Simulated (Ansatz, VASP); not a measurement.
# One calculation of H, two programs

```
H
1.0
     0.05914    5.02025    3.46115
     3.44720    0.00313    3.50359
     3.37649    5.02150    0.09031
H
8
Direct
  0.17166 0.03986 0.02850
  0.02619 0.76221 0.66998
  0.97548 0.73506 0.83002
  0.82741 0.45881 0.47077
  0.33099 0.95546 0.97729
  0.47457 0.24612 0.32808
  0.52553 0.25563 0.17134
  0.66817 0.54686 0.52403
```

Change from the starting cell: fcc type (Fm-3m, No. 225); cell x8, atoms moved at random (sigma 0.15 Å) and cell strained at random (1.5 %), then relaxed without symmetry.

Alike in both runs: functional PBE; k mesh 8 × 8 × 8; occupations gaussian, width 0.1 eV; no spin polarisation.

Ansatz relaxed the structure, and its values are those at the end. VASP's run is a single point on that final structure, the one shown.

|  | VASP | Ansatz |
| --- | --- | --- |
| version | VASP 6.6.1 | Ansatz 0.2.0 |
| potentials or method | VASP PAW PBE potentials, release 64 (H), cutoff 520 eV | scalar-relativistic, plane waves, PAW |
| valence electrons in the cell | 8 | 8 |

Ansatz gave:

| Quantity | Value |
| --- | --- |
| gap on the k mesh at the Fermi level (eV) | 9.31 |
| least direct gap on the mesh (eV) | 9.67 |
| pressure (GPa) | 0.0 |
| rms of the force components (eV/Å) | 0.004 |

Which values does VASP return?

gap on the k mesh at the Fermi level (eV): 9.31; least direct gap on the mesh (eV): 9.66; pressure (GPa): -0.1; rms of the force components (eV/Å): 0.010.

With one functional, cell and mesh, what is left measures potentials, basis and numerics.
